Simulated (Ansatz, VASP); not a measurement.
**CaF: VASP beside Ansatz**

Contents of INCAR:

```
SYSTEM = CaF
PREC     = Accurate       ! precision mode
ENCUT    = 600            ! plane-wave cutoff, eV
EDIFF    = 1E-7           ! SCF threshold, eV
ISMEAR   = 0              ! smearing method
SIGMA    = 0.1            ! smearing width, eV
LREAL    = .False.        ! projectors in reciprocal space
LASPH    = .True.         ! aspherical terms in the spheres
NELM     = 120            ! most SCF steps
ALGO     = Normal         ! electronic algorithm
ISIF     = 3              ! what is computed and relaxed
LWAVE    = .False.        ! write WAVECAR
LCHARG   = .False.        ! write CHGCAR
GGA      = PE             ! functional
IBRION   = 2              ! ionic algorithm
NSW      = 90             ! ionic steps
EDIFFG   = -0.04          ! ionic threshold
GGA_COMPAT= .False.      
NELMIN   = 4
```

KPOINTS

```
regular mesh
0
Gamma
  6 6 6
  0 0 0
```

File POSCAR:

```
CaF
1.0
    1.6549541508     -3.9916337339      0.0000000000
    1.6549541508      3.9916337339      0.0000000000
    0.0000000000      0.0000000000      3.4529201249
Ca F
1 1
Direct
    0.0000000000      0.0000000000      0.5000000000
    0.5000000000      0.5000000000      0.0000000000
```

Input for Ansatz:

```yaml
crystal:
  lattice:
    - [1.6549541508, -3.9916337339, 0.0]
    - [1.6549541508, 3.9916337339, 0.0]
    - [0.0, 0.0, 3.4529201249]
  atoms:
    - { symbol: Ca, position: [0.0, 0.0, 0.5] }
    - { symbol: F, position: [0.5, 0.5, 0.0] }
basis:
  ecutwfc: 420
kpoints:
  mp_grid: { grid: [6, 6, 6] }
hamiltonian:
  xc: pbe
scf:
  occupations: { method: gaussian, width: 0.1 }
  lower_state_search: "off"
output:
  forces: true
  stress: true
  eigenvalues: true
relax:
  adjacent_minimum: "off"
  f_tol: 0.04
  max_steps: 70
  cell: { stress_tol: 0.4 }
```

Alike in both runs: task relaxation of cell and atoms; functional PBE; k mesh 6 × 6 × 6; occupations gaussian, width 0.1 eV; no spin polarisation.

|  | VASP | Ansatz |
| --- | --- | --- |
| version | VASP 6.6.1 | Ansatz 0.2.0 |
| potentials or method | VASP PAW PBE potentials, release 64 (Ca_sv, F), cutoff 600 eV | scalar-relativistic, plane waves, PAW |
| valence electrons in the cell | 17 | 17 |

|  | VASP | Ansatz | Ansatz less VASP |
| --- | --- | --- | --- |
| gap on the k mesh at the Fermi level, each at its own relaxed structure (eV) | none | none | - |
| relaxed volume (Å³/atom) | 23.07 | 23.15 | +0.082 |
| relaxed cell length with the largest relative difference (Å) | 4.358 | 4.380 | +0.0214 |

A gap of «none» marks a metal or a gap that the smearing closes.
